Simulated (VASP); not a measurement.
A run of VASP 6.6.1:

Contents of INCAR:

```
  ALGO = Normal
  EDIFF = 1E-6
  ENCUT = 520
  GGA = PS
  ISIF = 2
  ISMEAR = 0
  LASPH = True
  LCHARG = False
  LREAL = False
  LWAVE = False
  NBANDS = 35
  NELM = 80
  PREC = Accurate
  SIGMA = 0.02
```

Contents of KPOINTS:

```
k-points
0
Gamma
  12 12 2
```

Contents of POSCAR:

```
WSe2
1.0
    3.2465626507      0.0000000000      0.0000000000
   -1.6232813254      2.8116057305      0.0000000000
    0.0000000000      0.0000000000     13.6203896471
W Se
2 4
Direct
    0.6666666626      0.3333333374      0.7500000000
    0.3333333374      0.6666666626      0.2500000000
    0.3333333293      0.6666666707      0.8742130885
    0.6666666707      0.3333333293      0.3742130885
    0.3333333293      0.6666666707      0.6257869115
    0.6666666707      0.3333333293      0.1257869115
```

Potentials or basis: VASP PAW PBE potentials, release 64 (W_sv, Se).

Run with:

```bash
$ cat potpaw_PBE.64/W_sv/POTCAR potpaw_PBE.64/Se/POTCAR > POTCAR
$ mpirun -np 1 vasp_std > vasp.out
```

Hardware: 1 thread of Intel Xeon 6975P-C, with other jobs on the host.

Question: How long does it take, and how much memory?

Answer: It took 2.8 min on 1 thread of Intel Xeon 6975P-C, on a shared host, peak memory 0.32 GiB. Counts: scf iterations 14, k points 38.
